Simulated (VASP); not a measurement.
## HgTe (zincblende type): single point with r2SCAN

HgTe (zincblende type):

```
Hg Te
1.0
     0.00000    2.94462    2.94462
     2.94462    0.00000    2.94462
     2.94462    2.94462    0.00000
Hg Te
1 1
Direct
  0.00000 0.00000 0.00000
  0.25000 0.25000 0.25000
```

This cell differs from its parent crystal: volume scaled by 0.72.

- Program: VASP 6.6.1
- Task: single point
- Functional: r2SCAN
- Potentials or basis: VASP PAW PBE potentials, release 64 (Hg, Te)
- Cutoff: 520 eV
- k mesh: 12 × 12 × 12
- Occupations: fermi-dirac, width 0.08 eV
- Spin: no spin polarisation
- Dipole correction: no
- Further INCAR settings: ALGO = Normal; EDIFF = 1e-07; NBANDS = 16

```
Pressure               : 30.7 GPa
Band gap on the k mesh : 0.41 eV, direct
```

Levels at points of the mesh, in eV from the valence-band top:
| k point | band 5 | band 6 | band 7 | band 8 | band 9 | band 10 | band 11 | band 12 | band 13 | band 14 |
| --- | --- | --- | --- | --- | --- | --- | --- | --- | --- | --- |
| (0.00, 0.00, 0.00) | -8.87 | -8.87 | 0.00 | 0.00 | 0.00 | 0.41 | 3.78 | 3.78 | 3.78 | 6.62 |
| (0.50, 0.00, 0.00) | -8.83 | -8.38 | -7.97 | -1.77 | -1.77 | 0.95 | 4.89 | 4.89 | 6.61 | 9.45 |
| (0.50, 0.50, 0.00) | -8.76 | -8.00 | -7.45 | -3.92 | -3.92 | 1.66 | 1.89 | 10.11 | 10.55 | 10.55 |

Run time: 2.3 min on 1 thread of Intel(R) Xeon(R) Platinum 8259CL CPU @ 2.50GHz (Skylake/Cascade Lake), with other jobs on the host, peak memory 0.23 GiB.

Caveat: the PAW data sets were made with another functional, which shifts forces and pressure a little; spin-orbit coupling is left out, which moves the levels of the heavy elements.
